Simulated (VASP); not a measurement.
# Rh (P6_3/mmc) in VASP: further runs

Rh is run at these levels: PBEsol; tasks: single point.

Everything below comes from runs of VASP 6.6.1. Logs are shortened: lines on timing, memory, paths and dates and some standing lists are left out, and cuts for length are marked.

## 1. The cell of the first run

The structure is hexagonal, space group P6_3/mmc (No. 194). Conventional cell: a = 2.942 Å, b = 2.942 Å, c = 3.816 Å, α = 90.00°, β = 90.00°, γ = 120.00°. Within 3.4 Å of Rh (site symmetry -6m2) lie 12 Rh at 2.55 to 2.94 Å.

## 2. Single point, PBEsol

INCAR reads:

```
SYSTEM = Rh
ALGO     = Fast           ! electronic algorithm
EDIFF    = 1E-7           ! SCF threshold, eV
ENCUT    = 520            ! plane-wave cutoff, eV
GGA      = PS             ! functional
ISIF     = 2              ! what is computed and relaxed
ISMEAR   = 0              ! smearing method
LASPH    = .TRUE.         ! aspherical terms in the spheres
LCHARG   = .FALSE.        ! write CHGCAR
LREAL    = .FALSE.        ! projectors in reciprocal space
LWAVE    = .FALSE.        ! write WAVECAR
NBANDS   = 22             ! bands
NELM     = 60             ! most SCF steps
PREC     = Accurate       ! precision mode
SIGMA    = 0.15           ! smearing width, eV
```

KPOINTS reads:

```
k-points
0
G
  24 24 12
  0 0 0
```

POSCAR reads:

```
Rh
1.0
    2.9418579932      0.0000000000      0.0000000000
   -1.4709289966      2.5477237564      0.0000000000
    0.0000000000      0.0000000000      3.8163561304
Rh
2
Direct
    0.6666666667      0.3333333333      0.7500000000
    0.3333333333      0.6666666667      0.2500000000
```

Potentials or basis: VASP PAW PBE potentials, release 64 (Rh_pv).

Started as:

```bash
> cat potpaw_PBE.64/Rh_pv/POTCAR > POTCAR
> mpirun -np 1 vasp_std > vasp.out
```

OUTCAR:

```text
SYSTEM = Rh
   EDIFF = 1E-7
   ENCUT = 520
   GGA = PS
   ISIF = 2
   ISMEAR = 0
   LASPH = .TRUE.
   LREAL = .FALSE.
   NELM = 60
   PREC = Accurate

 ion  position               nearest neighbor table
   1  0.667  0.333  0.750-   2 2.55   2 2.55   2 2.55   2 2.55   2 2.55   2 2.55
   2  0.333  0.667  0.250-   1 2.55   1 2.55   1 2.55   1 2.55   1 2.55   1 2.55

  LATTYP: Found a hexagonal cell.
 ALAT       =     2.9418579932
 C/A-ratio  =     1.2972604861

  Lattice vectors:

 A1 = (   2.9418579932,   0.0000000000,   0.0000000000)
 A2 = (  -1.4709289966,   2.5477237564,   0.0000000000)
 A3 = (   0.0000000000,   0.0000000000,   3.8163561304)

Analysis of symmetry for initial positions (statically):
=====================================================================
 Subroutine PRICEL returns:
 Original cell was already a primitive cell.

 Routine SETGRP: Setting up the symmetry group for a
 hexagonal supercell.

 Subroutine GETGRP returns: Found 24 space group operations
 (whereof 12 operations were pure point group operations)
 out of a pool of 24 trial point group operations.

The static configuration has the point symmetry D_3d.
 The point group associated with its full space group is D_6h.

Analysis of symmetry for dynamics (positions and initial velocities):
=====================================================================
 Subroutine PRICEL returns:
 Original cell was already a primitive cell.

 Routine SETGRP: Setting up the symmetry group for a
 hexagonal supercell.

 Subroutine GETGRP returns: Found 24 space group operations
 (whereof 12 operations were pure point group operations)
 out of a pool of 24 trial point group operations.

The dynamic configuration has the point symmetry D_3d.
 The point group associated with its full space group is D_6h.

 Subroutine INISYM returns: Found 24 space group operations
 (whereof 12 operations are pure point group operations),
 and found     1 'primitive' translations

----------------------------------------------------------------------------------------

                                     Primitive cell

  volume of cell :      28.6037

  direct lattice vectors                    reciprocal lattice vectors
     2.941857993  0.000000000  0.000000000     0.339921234  0.196253616  0.000000000
    -1.470928997  2.547723756  0.000000000     0.000000000  0.392507232  0.000000000
     0.000000000  0.000000000  3.816356130     0.000000000  0.000000000  0.262030053

  length of vectors
     2.941857993  2.941857993  3.816356130     0.392507232  0.392507232  0.262030053

  position of ions in fractional coordinates (direct lattice)
     0.666666667  0.333333333  0.750000000
     0.333333333  0.666666667  0.250000000

  ion indices of the primitive-cell ions
   primitive index   ion index
                 1           1
                 2           2

----------------------------------------------------------------------------------------

 KPOINTS: k-points

Automatic generation of k-mesh.
 Grid dimensions read from file:
 generate k-points for:   24   24   12

 Generating k-lattice:

  Cartesian coordinates                     Fractional coordinates (reciprocal lattice)
     0.014163385  0.008177234  0.000000000     0.041666667 -0.000000000  0.000000000
     0.000000000  0.016354468  0.000000000     0.000000000  0.041666667  0.000000000
     0.000000000  0.000000000  0.021835838     0.000000000  0.000000000  0.083333333

  Length of vectors
     0.016354468  0.016354468  0.021835838

  Shift w.r.t. Gamma in fractional coordinates (k-lattice)
     0.000000000  0.000000000  0.000000000

 Subroutine IBZKPT returns following result:
 ===========================================

 Found    427 irreducible k-points:

 Following reciprocal coordinates:
            Coordinates               Weight
  0.000000  0.000000  0.000000      1.000000
  0.041667 -0.000000  0.000000      6.000000
  0.083333 -0.000000  0.000000      6.000000
  0.125000  0.000000  0.000000      6.000000
  0.166667 -0.000000  0.000000      6.000000
  0.208333 -0.000000  0.000000      6.000000
[... 16 lines left out ...]
  0.416667  0.041667  0.000000     12.000000
  0.458333  0.041667  0.000000     12.000000
 [... further k-points ...]
   k-points           NKPTS =    427   k-points in BZ     NKDIM =    427   number of bands    NBANDS=     22
   number of dos      NEDOS =    301   number of ions     NIONS =      2
   total plane-waves  NPLWV =  16128
   dimension x,y,z NGX =    24 NGY =   24 NGZ =   28
   dimension x,y,z NGXF=    48 NGYF=   48 NGZF=   56
   ions per type =               2
   NGX,Y,Z   is equivalent  to a cutoff of  13.56, 13.56, 12.20 a.u.
   NGXF,Y,Z  is equivalent  to a cutoff of  27.13, 27.13, 24.39 a.u.
 SYSTEM =  Rh
   PREC   = accura    normal or accurate (medium, high low for compatibility)
   ISTART =      0    job   : 0-new  1-cont  2-samecut
   ICHARG =      2    charge: 1-file 2-atom 10-const
   ISPIN  =      1    spin polarized calculation?
   LNONCOLLINEAR =      F non collinear calculations
   LSORBIT =      F    spin-orbit coupling
   LASPH  =      T    aspherical Exc in radial PAW
   ENCUT  =  520.0 eV  38.22 Ry    6.18 a.u.   5.47  5.47  7.10*2*pi/ulx,y,z
   NELM   =     60;   NELMIN=  2; NELMDL= -5     # of ELM steps
   EDIFF  = 0.1E-06   stopping-criterion for ELM
   LREAL  =      F    real-space projection
   EDIFFG = 0.1E-05   stopping-criterion for IOM
   NSW    =      0    number of steps for IOM
   IBRION =     -1    ionic relax: 0-MD 1-quasi-New 2-CG
   NFREE  =      0    steps in history (QN), initial steepest desc. (CG)
   ISIF   =      2    stress and relaxation
   ISYM   =      2    0-nonsym 1-usesym 2-fastsym
   POTIM  = 0.5000    time-step for ionic-motion
   TEBEG  =    0.0;   TEEND  =   0.0 temperature during run
   PSTRESS=    0.0 pullay stress
   NELECT =      30.0000    total number of electrons
   NUPDOWN=      -1.0000    fix difference up-down
   EMIN   =  10.00;   EMAX   =-10.00  energy-range for DOS
   EFERMI =   0.00;   METHOD = LEGACY
   ISMEAR =     0;   SIGMA  =   0.15  broadening in eV -4-tet -1-fermi 0-gaus
   EFERMI_NEDOS =   21; number of points for ismear=-14 and -15
   IALGO  =     68    algorithm
   IMIX   =      4    mixing-type and parameters
     AMIX     =   0.40;   BMIX     =  1.00
     AMIX_MAG =   1.60;   BMIX_MAG =  1.00
  volume/ion in A,a.u.               =      14.30        96.51
  Fermi-wavevector in a.u.,A,eV,Ry     =   1.663314  3.143208 37.642066  2.766614
  Thomas-Fermi vector in A             =   2.750053
   LORBIT       =      0    0 simple, 1 ext, 2 COOP (PROOUT), +10 PAW based schemes
   GGA     = PS    functional components
   LHFCALC =     F    Hartree Fock is set to
   AEXX    =    0.0000 exact exchange contribution
   IVDW    =     0    specifies the selected vdW correction
   LEPSILON=     F    determine dielectric tensor
   LRPA    =     F    only Hartree local field effects (RPA)
 non-spin polarized calculation
 RMM-DIIS sequential band-by-band and
 Gauss-broadening in eV      SIGMA  =   0.15
  energy-cutoff  :      520.00
  volume of cell :       28.60
 maximum number of plane-waves:       818
 NGX is ok and might be reduce to    24
   NGX = 11   NGY = 11   NGZ = 15

 number of electron      30.0000004 magnetization

 Free energy of the ion-electron system (eV)
  ---------------------------------------------------
  ext. energy  EPLUGINS =         0.00000000
  ---------------------------------------------------
  free energy    TOTEN  =       -15.60579728 eV

  energy without entropy =      -15.55537280  energy(sigma->0) =      -15.58058504

 E-fermi :  11.1067     XC(G=0): -13.9202

 val. band max:       11.1036031779   @ k =   0.3750   0.0833   0.0833
 cond. band min:      11.1099579706   @ k =   0.4583  -0.0000   0.5000
 fundamental gap:      0.0063547927
 Fermi energy:        11.1066633922

 k-point     1 :       0.0000    0.0000    0.0000
  band No.  band energies     occupation
      1     -36.0898      2.00000
      2     -35.4142      2.00000
      3     -35.4142      2.00000
      4     -35.1440      2.00000
      5     -35.1440      2.00000
      6     -35.1190      2.00000
[... 14 lines left out ...]
     21      30.3236      0.00000
     22      30.4751      0.00000

 k-point     2 :       0.0417   -0.0000    0.0000
  band No.  band energies     occupation
      1     -36.0858      2.00000
      2     -35.4175      2.00000
      3     -35.4165      2.00000
      4     -35.1485      2.00000
      5     -35.1436      2.00000
      6     -35.1224      2.00000
[... 14 lines left out ...]
     21      29.7283      0.00000
     22      30.0753      0.00000

 k-point     3 :       0.0833   -0.0000    0.0000
  band No.  band energies     occupation
      1     -36.0739      2.00000
      2     -35.4272      2.00000
      3     -35.4230      2.00000
      4     -35.1614      2.00000
      5     -35.1426      2.00000
      6     -35.1325      2.00000
[... 14 lines left out ...]
     21      28.7368      0.00000
     22      29.1991      0.00000

 k-point     4 :       0.1250    0.0000    0.0000
  band No.  band energies     occupation
      1     -36.0544      2.00000
      2     -35.4426      2.00000
      3     -35.4332      2.00000
      4     -35.1819      2.00000
      5     -35.1491      2.00000
      6     -35.1411      2.00000
[... 14 lines left out ...]
     21      27.9441      0.00000
     22      28.1717      0.00000

 k-point     5 :       0.1667   -0.0000    0.0000
  band No.  band energies     occupation
      1     -36.0278      2.00000
      2     -35.4629      2.00000
      3     -35.4461      2.00000
      4     -35.2083      2.00000
      5     -35.1719      2.00000
      6     -35.1395      2.00000
[... 417 lines left out ...]
 k-point    22 :       0.3750    0.0417    0.0000
  band No.  band energies     occupation
      1     -35.8030      2.00000
      2     -35.5957      2.00000
      3     -35.5193      2.00000
      4     -35.3726      2.00000
      5     -35.3651      2.00000
      6     -35.1380      2.00000
[... 14 lines left out ...]
     21      22.4979      0.00000
     22      27.0651      0.00000

 k-point    23 :       0.4167    0.0417    0.0000
  band No.  band energies     occupation
      1     -35.7675      2.00000
      2     -35.6097      2.00000
      3     -35.5253      2.00000
      4     -35.4057      2.00000
      5     -35.3805      2.00000
      6     -35.1382      2.00000
[... 14 lines left out ...]
     21      23.2676      0.00000
     22      26.6542      0.00000

 k-point    24 :       0.4583    0.0417    0.0000
  band No.  band energies     occupation
      1     -35.7463      2.00000
      2     -35.6170      2.00000
      3     -35.5283      2.00000
      4     -35.4257      2.00000
      5     -35.3885      2.00000
      6     -35.1383      2.00000
[... 14 lines left out ...]
     21      23.7847      0.00000
     22      26.3704      0.00000

 [... further k-points ...]
[... 5 lines left out ...]
  --------------------------------------------------------------------------------------
  -------------------------------------------------------------------------------------
  Total       -2.5011846     -2.5011846      3.9983737      0.0000000      0.0000000     -0.0000000
  in kB     -140.0984699   -140.0984699    223.9602925      0.0000000      0.0000000     -0.0000000
  external PRESSURE =     -18.7455491 kB  Pullay stress =       0.0000000 kB

 VOLUME and BASIS-vectors are now :
 -----------------------------------------------------------------------------
  energy-cutoff  :      520.00
  volume of cell :       28.60
      direct lattice vectors                 reciprocal lattice vectors
     2.941857993  0.000000000  0.000000000     0.339921234  0.196253616  0.000000000
    -1.470928997  2.547723756  0.000000000     0.000000000  0.392507232  0.000000000
     0.000000000  0.000000000  3.816356130     0.000000000  0.000000000  0.262030053

 POSITION                                       TOTAL-FORCE (eV/Angst)
 -----------------------------------------------------------------------------------
      1.47093      0.84924      2.86227        -0.000000      0.000000      0.000000
     -0.00000      1.69848      0.95409         0.000000     -0.000000      0.000000
 -----------------------------------------------------------------------------------
    total drift:                               -0.000000      0.000000     -0.000000

  FREE ENERGIE OF THE ION-ELECTRON SYSTEM (eV)
  ---------------------------------------------------
  free  energy   TOTEN  =       -15.6057972812 eV

  energy  without entropy=      -15.5553727959  energy(sigma->0) =      -15.58058504
```

Wall time 2.7 min (1 thread of Intel Xeon 6975P-C (Granite Rapids), shared host); peak memory 0.31 GiB.

What came out:

* Free energy: -15.6058 eV
* Pressure: -1.9 GPa
* Band gap on the k mesh: zero (band 15 reaches 11.54 eV, above the bottom of band 16 at 10.31 eV)

Levels at points of the mesh, in eV from the Fermi level:
```
           k point  band 11  band 12  band 13  band 14  band 15  band 16  band 17  band 18  band 19  band 20
(0.00, 0.00, 0.00)    -3.02    -3.02    -2.09    -2.09    -1.25     0.26     0.26     3.43    11.57    14.74
(0.50, 0.00, 0.00)    -2.63    -1.58    -0.99    -0.62     0.22     1.36     2.17     3.95    10.32    11.39
(0.00, 0.00, 0.50)    -3.78    -3.78    -1.95    -1.95     0.08     0.08     0.08     0.08    14.40    14.40
(0.50, 0.00, 0.50)    -2.29    -2.29    -0.48    -0.48     0.01     0.01     2.34     2.34     8.77     8.77
```

Caveat: the PAW data sets were made with another functional, which shifts forces and pressure a little.

[end of part 1 of 2]
